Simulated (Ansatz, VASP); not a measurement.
**HfB: VASP beside Ansatz**

```xyz
2
Lattice="0.0000 2.3100 2.3100 2.3100 0.0000 2.3100 2.3100 2.3100 0.0000" Properties=species:S:1:pos:R:3 pbc="T T T"
Hf    2.3100    2.3100    2.3100
B     0.0000    0.0000    0.0000
```

Alike in both runs: task relaxation of cell and atoms; functional PBEsol; dispersion D3(BJ); k mesh 10 × 10 × 10; occupations fermi-dirac, width 0.05 eV; no spin polarisation.

```csv
,VASP,Ansatz
version,VASP 6.6.1,Ansatz 0.2.0
potentials or method,"VASP PAW PBE potentials, release 64 (Hf_pv, B)",Ansatz PAW
plane-wave cutoff (eV),600,420
valence electrons in the cell,13,29
```

VASP gave:

* gap on the k mesh at the Fermi level, each at its own relaxed structure (eV): none
* relaxed volume (Å³/atom): 13.42
* relaxed cell length with the largest relative difference (Å): 3.361

What did Ansatz give for the same quantities?

gap on the k mesh at the Fermi level, each at its own relaxed structure (eV): none; relaxed volume (Å³/atom): 13.38; relaxed cell length with the largest relative difference (Å): 3.358.

VASP's potentials were made for PBE, not for PBEsol. A gap of «none» marks a metal or a gap that the smearing closes. VASP's potentials hold 13 valence electrons a cell and Ansatz's 29, so a difference there can come from the potentials and not from the codes.

Spin-orbit coupling is off throughout. Noted on Ansatz's run: the plane-wave basis is chosen anew once the cell has moved, so the energies of steps on either side of that aren't comparable.
